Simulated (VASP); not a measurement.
# GaBiSe4 (P4/mmm) in VASP: relaxation of cell and atoms with PBE

Aim: the relaxation of cell and atoms of GaBiSe4 with PBE.

Program: VASP 6.6.1. These are calculated values, not measurements. Logs are shortened: lines on timing, memory, paths and dates and some standing lists are left out, and cuts for length are marked.

### Step 1. The cell of the first run

Symmetry: P4/mmm, No. 123, tetragonal system. The conventional cell has a = 5.650 Å, b = 5.650 Å, c = 5.694 Å, α = 90.00°, β = 90.00°, γ = 90.00°. Ga (site symmetry 4/mmm) has 2 Se at 2.85 Å within 3.8 Å. Bi (site symmetry 4/mmm) has 6 Se at 2.83 to 2.85 Å within 3.7 Å. Se (site symmetry mmm) has 2 Bi at 2.83 Å and 2 Se at 2.83 Å within 3.7 Å. Se (site symmetry 4/mmm) has 4 Se at 2.83 Å and 2 Ga at 2.85 Å within 3.7 Å. Within 3.8 Å of Se (site symmetry 4/mmm) lie 2 Bi at 2.85 Å.

The cell was generated, and may not be a known phase.

### Step 2. Relaxation of cell and atoms, PBE

INCAR

```
PREC = Accurate ; ENCUT = 600
EDIFF = 1E-7 ; ISMEAR = 0
SIGMA = 0.1 ; LREAL = F
LASPH = T ; NELM = 60
ALGO = Fast ; ISIF = 3
LWAVE = F ; LCHARG = F
GGA = PE ; IBRION = 2
NSW = 100 ; EDIFFG = -0.01
```

KPOINTS

```
regular mesh
0
Gamma
  8 8 8
```

POSCAR

```
GaBiSe4
1.0
    5.6504220050      0.0000000000      0.0000000000
    0.0000000000      5.6504220050      0.0000000000
    0.0000000000      0.0000000000      5.6941536707
Ga Bi Se
1 1 4
Direct
    0.0000000000      0.0000000000      0.0000000000
    0.5000000000      0.5000000000      0.5000000000
    0.0000000000      0.5000000000      0.5000000000
    0.5000000000      0.0000000000      0.5000000000
    0.0000000000      0.0000000000      0.5000000000
    0.5000000000      0.5000000000      0.0000000000
```

Potentials or basis: VASP PAW PBE potentials, release 64 (Ga_d, Bi_d, Se).

The run is started by

```sh
cat potpaw_PBE.64/Ga_d/POTCAR potpaw_PBE.64/Bi_d/POTCAR potpaw_PBE.64/Se/POTCAR > POTCAR
mpirun -np 1 vasp_std > vasp.out
```

OUTCAR:

```text
PREC = Accurate
   ENCUT = 600
   EDIFF = 1E-7
   ISMEAR = 0
   LREAL = F
   LASPH = T
   NELM = 60
   ISIF = 3
   GGA = PE
   IBRION = 2
   NSW = 100
   EDIFFG = -0.01

 ion  position               nearest neighbor table
   1  0.000  0.000  0.000-   5 2.85   5 2.85
   2  0.500  0.500  0.500-   3 2.83   4 2.83   4 2.83   3 2.83   6 2.85   6 2.85
   3  0.000  0.500  0.500-   2 2.83   2 2.83
   4  0.500  0.000  0.500-   2 2.83   2 2.83
   5  0.000  0.000  0.500-   1 2.85   1 2.85
   6  0.500  0.500  0.000-   2 2.85   2 2.85

  LATTYP: Found a simple tetragonal cell.
 ALAT       =     5.6504220050
 C/A-ratio  =     1.0077395397

  Lattice vectors:

 A1 = (   5.6504220050,   0.0000000000,   0.0000000000)
 A2 = (   0.0000000000,   5.6504220050,   0.0000000000)
 A3 = (   0.0000000000,   0.0000000000,   5.6941536707)

Analysis of symmetry for initial positions (statically):
=====================================================================
 Subroutine PRICEL returns:
 Original cell was already a primitive cell.

 Routine SETGRP: Setting up the symmetry group for a
 simple tetragonal supercell.

 Subroutine GETGRP returns: Found 16 space group operations
 (whereof 16 operations were pure point group operations)
 out of a pool of 16 trial point group operations.

The static configuration has the point symmetry D_4h.

Analysis of symmetry for dynamics (positions and initial velocities):
=====================================================================
 Subroutine PRICEL returns:
 Original cell was already a primitive cell.

 Routine SETGRP: Setting up the symmetry group for a
 simple tetragonal supercell.

 Subroutine GETGRP returns: Found 16 space group operations
 (whereof 16 operations were pure point group operations)
 out of a pool of 16 trial point group operations.

The dynamic configuration has the point symmetry D_4h.

 Subroutine INISYM returns: Found 16 space group operations
 (whereof 16 operations are pure point group operations),
 and found     1 'primitive' translations

----------------------------------------------------------------------------------------

                                     Primitive cell

  volume of cell :     181.7988

  direct lattice vectors                    reciprocal lattice vectors
     5.650422005  0.000000000  0.000000000     0.176977932  0.000000000  0.000000000
     0.000000000  5.650422005  0.000000000     0.000000000  0.176977932  0.000000000
     0.000000000  0.000000000  5.694153671     0.000000000  0.000000000  0.175618724

  length of vectors
     5.650422005  5.650422005  5.694153671     0.176977932  0.176977932  0.175618724

  position of ions in fractional coordinates (direct lattice)
     0.000000000  0.000000000  0.000000000
     0.500000000  0.500000000  0.500000000
     0.000000000  0.500000000  0.500000000
     0.500000000  0.000000000  0.500000000
     0.000000000  0.000000000  0.500000000
     0.500000000  0.500000000  0.000000000

  ion indices of the primitive-cell ions
   primitive index   ion index
                 1           1
                 2           2
                 3           3
                 4           4
                 5           5
                 6           6

----------------------------------------------------------------------------------------

 KPOINTS: regular mesh

Automatic generation of k-mesh.
 Grid dimensions read from file:
 generate k-points for:    8    8    8

 Generating k-lattice:

  Cartesian coordinates                     Fractional coordinates (reciprocal lattice)
     0.022122241  0.000000000  0.000000000     0.125000000  0.000000000  0.000000000
     0.000000000  0.022122241  0.000000000     0.000000000  0.125000000  0.000000000
     0.000000000  0.000000000  0.021952340     0.000000000  0.000000000  0.125000000

  Length of vectors
     0.022122241  0.022122241  0.021952340

  Shift w.r.t. Gamma in fractional coordinates (k-lattice)
     0.000000000  0.000000000  0.000000000

 Subroutine IBZKPT returns following result:
 ===========================================

 Found     75 irreducible k-points:

 Following reciprocal coordinates:
            Coordinates               Weight
  0.000000  0.000000  0.000000      1.000000
  0.125000  0.000000  0.000000      4.000000
  0.250000  0.000000  0.000000      4.000000
  0.375000  0.000000  0.000000      4.000000
  0.500000  0.000000  0.000000      2.000000
  0.125000  0.125000  0.000000      4.000000
[... 16 lines left out ...]
  0.375000  0.125000  0.125000     16.000000
  0.500000  0.125000  0.125000      8.000000
 [... further k-points ...]
   k-points           NKPTS =     75   k-points in BZ     NKDIM =     75   number of bands    NBANDS=     31
   number of dos      NEDOS =    301   number of ions     NIONS =      6
   total plane-waves  NPLWV = 110592
   dimension x,y,z NGX =    48 NGY =   48 NGZ =   48
   dimension x,y,z NGXF=    96 NGYF=   96 NGZF=   96
   ions per type =               1   1   4
   NGX,Y,Z   is equivalent  to a cutoff of  14.12, 14.12, 14.01 a.u.
   NGXF,Y,Z  is equivalent  to a cutoff of  28.24, 28.24, 28.03 a.u.
 SYSTEM =  unknown system
   PREC   = accura    normal or accurate (medium, high low for compatibility)
   ISTART =      0    job   : 0-new  1-cont  2-samecut
   ICHARG =      2    charge: 1-file 2-atom 10-const
   ISPIN  =      1    spin polarized calculation?
   LNONCOLLINEAR =      F non collinear calculations
   LSORBIT =      F    spin-orbit coupling
   LASPH  =      T    aspherical Exc in radial PAW
   ENCUT  =  600.0 eV  44.10 Ry    6.64 a.u.  11.29 11.29 11.37*2*pi/ulx,y,z
   NELM   =     60;   NELMIN=  2; NELMDL= -5     # of ELM steps
   EDIFF  = 0.1E-06   stopping-criterion for ELM
   LREAL  =      F    real-space projection
   EDIFFG = -.1E-01   stopping-criterion for IOM
   NSW    =    100    number of steps for IOM
   IBRION =      2    ionic relax: 0-MD 1-quasi-New 2-CG
   NFREE  =      1    steps in history (QN), initial steepest desc. (CG)
   ISIF   =      3    stress and relaxation
   ISYM   =      2    0-nonsym 1-usesym 2-fastsym
   POTIM  = 0.5000    time-step for ionic-motion
   TEBEG  =    0.0;   TEEND  =   0.0 temperature during run
   PSTRESS=    0.0 pullay stress
   NELECT =      52.0000    total number of electrons
   NUPDOWN=      -1.0000    fix difference up-down
   EMIN   =  10.00;   EMAX   =-10.00  energy-range for DOS
   EFERMI =   0.00;   METHOD = LEGACY
   ISMEAR =     0;   SIGMA  =   0.10  broadening in eV -4-tet -1-fermi 0-gaus
   EFERMI_NEDOS =   21; number of points for ismear=-14 and -15
   IALGO  =     68    algorithm
   IMIX   =      4    mixing-type and parameters
     AMIX     =   0.40;   BMIX     =  1.00
     AMIX_MAG =   1.60;   BMIX_MAG =  1.00
  volume/ion in A,a.u.               =      30.30       204.47
  Fermi-wavevector in a.u.,A,eV,Ry     =   1.078646  2.038345 15.830070  1.163477
  Thomas-Fermi vector in A             =   2.214590
   LORBIT       =      0    0 simple, 1 ext, 2 COOP (PROOUT), +10 PAW based schemes
   GGA     = PE    functional components
   LHFCALC =     F    Hartree Fock is set to
   AEXX    =    0.0000 exact exchange contribution
   IVDW    =     0    specifies the selected vdW correction
   LEPSILON=     F    determine dielectric tensor
   LRPA    =     F    only Hartree local field effects (RPA)
 conjugate gradient relaxation of ions
 non-spin polarized calculation
 RMM-DIIS sequential band-by-band and
 Gauss-broadening in eV      SIGMA  =   0.10
  energy-cutoff  :      600.00
  volume of cell :      181.80
 maximum number of plane-waves:      6094
 NGX is ok and might be reduce to    48
   NGX = 23   NGY = 23   NGZ = 23

--------------------------------------- Ionic step        1  -------------------------------------------

 number of electron      52.0000001 magnetization

 Free energy of the ion-electron system (eV)
  ---------------------------------------------------
  ext. energy  EPLUGINS =         0.00000000
  ---------------------------------------------------
  free energy    TOTEN  =       -20.14059053 eV

  energy without entropy =      -20.10981624  energy(sigma->0) =      -20.12520338

------------------------ aborting loop because EDIFF is reached ----------------------------------------

  FORCE on cell =-STRESS in cart. coord.  units (eV):
  Direction    XX          YY          ZZ          XY          YZ          ZX
  --------------------------------------------------------------------------------------
  -------------------------------------------------------------------------------------
  Total        0.4002865      0.4002865      0.0397211      0.0000000      0.0000000      0.0000000
  in kB        3.5276913      3.5276913      0.3500588      0.0000000      0.0000000      0.0000000
  external PRESSURE =       2.4684805 kB  Pullay stress =       0.0000000 kB
[... 105 lines left out ...]
  energy  without entropy=      -20.1103661041  energy(sigma->0) =      -20.12602589

--------------------------------------- Ionic step        4  -------------------------------------------

 number of electron      52.0000003 magnetization

 Free energy of the ion-electron system (eV)
  ---------------------------------------------------
  ext. energy  EPLUGINS =         0.00000000
  ---------------------------------------------------
  free energy    TOTEN  =       -20.14178599 eV

  energy without entropy =      -20.11048989  energy(sigma->0) =      -20.12613794

 E-fermi :   2.4579     XC(G=0):  -8.7085

 val. band max:        2.4531728350   @ k =   0.5000   0.3750   0.0000
 cond. band min:       2.4591184123   @ k =   0.5000   0.3750   0.1250
 fundamental gap:      0.0059455773
 Fermi energy:         2.4578754157

 k-point     1 :       0.0000    0.0000    0.0000
  band No.  band energies     occupation
      1     -20.4587      2.00000
      2     -20.4155      2.00000
      3     -20.4068      2.00000
      4     -20.3673      2.00000
      5     -20.3673      2.00000
      6     -12.3110      2.00000
[... 805 lines left out ...]
     30       5.0327      0.00000
     31       5.4608      0.00000

 [... further k-points ...]

------------------------ aborting loop because EDIFF is reached ----------------------------------------

  FORCE on cell =-STRESS in cart. coord.  units (eV):
  Direction    XX          YY          ZZ          XY          YZ          ZX
  --------------------------------------------------------------------------------------
  -------------------------------------------------------------------------------------
  Total        0.0023556      0.0023556     -0.0588103      0.0000000     -0.0000000     -0.0000000
  in kB        0.0206446      0.0206446     -0.5154257      0.0000000     -0.0000000     -0.0000000
  external PRESSURE =      -0.1580455 kB  Pullay stress =       0.0000000 kB
[... 21 lines left out ...]
  FREE ENERGIE OF THE ION-ELECTRON SYSTEM (eV)
  ---------------------------------------------------
  free  energy   TOTEN  =       -20.1417859896 eV

  energy  without entropy=      -20.1104898883  energy(sigma->0) =      -20.12613794

 reached required accuracy - stopping structural energy minimisation
```

Run time: 52 min. Hardware: 1 thread of Oxide Virtual Turin-like, shared host; peak memory 0.69 GiB.

What came out:

| Property | Result |
| --- | --- |
| Free energy | -20.1418 eV |
| Relaxed volume | 30.47 Å³/atom |
| Relaxed cell | a = 5.668 Å, b = 5.668 Å, c = 5.690 Å, α = 90.00°, β = 90.00°, γ = 90.00° |
| Space group after relaxing (to 0.1 Å) | P4/mmm (No. 123) |
| Energy gained by relaxing | 0.2 meV/atom |
| Ionic steps | 4 |
| Pressure after relaxing | 0.0 GPa |
| Band gap on the k mesh | zero (bands 26 and 27 overlap by 1.78 eV) |

Step by step:
| step | energy change (eV) | largest force (eV/Å) | pressure (GPa) | volume (Å³) |
| --- | --- | --- | --- | --- |
| 1 | 0.0000 | 0.0000 | 0.25 | 181.80 |
| 2 | -0.0011 | 0.0000 | -0.06 | 183.03 |
| 3 | -0.0011 | 0.0000 | -0.03 | 182.91 |
| 4 | -0.0012 | 0.0000 | -0.02 | 182.81 |

Final structure:
```xyz
6
Lattice="5.6682 0.0000 0.0000 0.0000 5.6682 0.0000 0.0000 0.0000 5.6900" Properties=species:S:1:pos:R:3 pbc="T T T"
Ga    0.0000    0.0000    0.0000
Bi    2.8341    2.8341    2.8450
Se    0.0000    2.8341    2.8450
Se    2.8341    0.0000    2.8450
Se    0.0000    0.0000    2.8450
Se    2.8341    2.8341    0.0000
```

Caveat: spin-orbit coupling is left out, which moves the levels of the heavy elements.
